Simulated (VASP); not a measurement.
Set up this calculation in VASP 6.6.1, as the native input.

```
Task                   : single point
Functional             : PBE
Potentials or basis    : VASP PAW PBE potentials, release 64 (Li_sv, B, H)
Cutoff                 : 520 eV
k mesh                 : 4 × 4 × 6
Occupations            : gaussian, width 0.1 eV
Spin                   : no spin polarisation
Dipole correction      : no
Further INCAR settings : ALGO = Normal; EDIFF = 1e-06; NBANDS = 20
```

The structure of LiBH3 lies in POSCAR:

```
LiBH3
1.0
    3.4278817800     -3.4278817800      0.0000000000
    3.4278817800      3.4278817800      0.0000000000
    0.0000000000      0.0000000000      3.4278817800
Li B H
2 2 6
Direct
    0.5140069500      0.5140069500      0.4719861100
    0.0140069500      0.0140069500      0.4719861100
    0.5140069500      0.0140069500      0.9719861100
    0.0140069500      0.5140069500      0.9719861100
    0.2650012800      0.2650012800      0.0000000000
    0.7650012800      0.2349987200      0.0000000000
    0.5000000000      0.0000000000      0.5000000000
    0.7349987200      0.7349987200      0.0000000000
    0.2349987200      0.7650012800      0.0000000000
    0.0000000000      0.5000000000      0.5000000000
```

The input as run:

INCAR

```
PREC = Accurate
ENCUT = 520
EDIFF = 1E-6
ISMEAR = 0
SIGMA = 0.1
LREAL = F
LASPH = T
NELM = 60
ALGO = Normal
ISIF = 2
LWAVE = F
LCHARG = F
GGA = PE
NBANDS = 20
```

KPOINTS

```
Automatic mesh
0
Gamma
  4 4 6
```

Potentials or basis: VASP PAW PBE potentials, release 64 (Li_sv, B, H).

The run is started by

```console
$ cat potpaw_PBE.64/Li_sv/POTCAR potpaw_PBE.64/B/POTCAR potpaw_PBE.64/H/POTCAR > POTCAR
$ mpirun -np 1 vasp_std > vasp.out
```

Results of the run:

```json
{"Largest force": "0.929 eV/Å", "Band gap on the k mesh": "zero (bands 9 and 10 overlap by 3.26 eV)"}
```

Run time: 33 s on 1 thread of Intel(R) Xeon(R) Platinum 8488C (Sapphire Rapids) (shared host), peak memory 0.2 GiB.
